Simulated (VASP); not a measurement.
**NaH: single point with HSE06**

Crystal: NaH.

```xyz
4
Lattice="3.9533 0.0000 0.0000 -1.9766 3.4236 0.0000 0.0000 0.0000 4.8283" Properties=species:S:1:pos:R:3 pbc="T T T"
Na    0.0000    2.2824   -0.3018
Na    1.9766    1.1412    2.1124
H     0.0000    2.2824    2.1124
H     1.9766    1.1412    4.5265
```

- Program: VASP 6.6.1
- Task: single point
- Functional: HSE06
- Potentials or basis: VASP PAW PBE potentials, release 64 (Na_pv, H)
- Cutoff: 520 eV
- k mesh: 6 × 6 × 2
- Occupations: gaussian, width 0.01 eV
- Spin: no spin polarisation

| Quantity | Value |
| --- | --- |
| Pressure | 0.1 GPa |
| Band gap on the k mesh | 4.27 eV (least direct gap 5.25 eV) |

Stress tensor (GPa, compression positive):
```
 0.16  0.00  0.00
 0.00  0.16  0.00
 0.00  0.00 -0.02
```

Levels at points of the mesh, in eV from the valence-band top:
```csv
k point,band 4,band 5,band 6,band 7,band 8,band 9,band 10,band 11,band 12,band 13
"(0.00, 0.00, 0.00)",-24.53,-24.53,-24.51,-3.63,-0.01,5.95,9.19,11.59,11.59,11.89
"(0.50, 0.00, 0.00)",-24.55,-24.54,-24.53,-1.64,-0.64,4.84,8.73,8.81,9.02,9.06
"(0.00, 0.00, 0.50)",-24.54,-24.54,-24.54,-2.17,-2.17,8.12,8.12,12.37,12.37,12.37
"(0.50, 0.00, 0.50)",-24.55,-24.52,-24.52,-0.91,-0.91,4.97,4.97,9.73,9.73,10.43
```

It took 18 min on 1 thread of Intel(R) Xeon(R) Platinum 8375C CPU @ 2.90GHz (Ice Lake), with other jobs on the host, peak memory 0.28 GiB.

Caveat: the k points lie up to 0.65 Å⁻¹ apart; the structure was generated, so it needn't be the stable form of NaH; the PAW data sets were made with another functional, which shifts forces and pressure a little. A k mesh can miss the band edges.
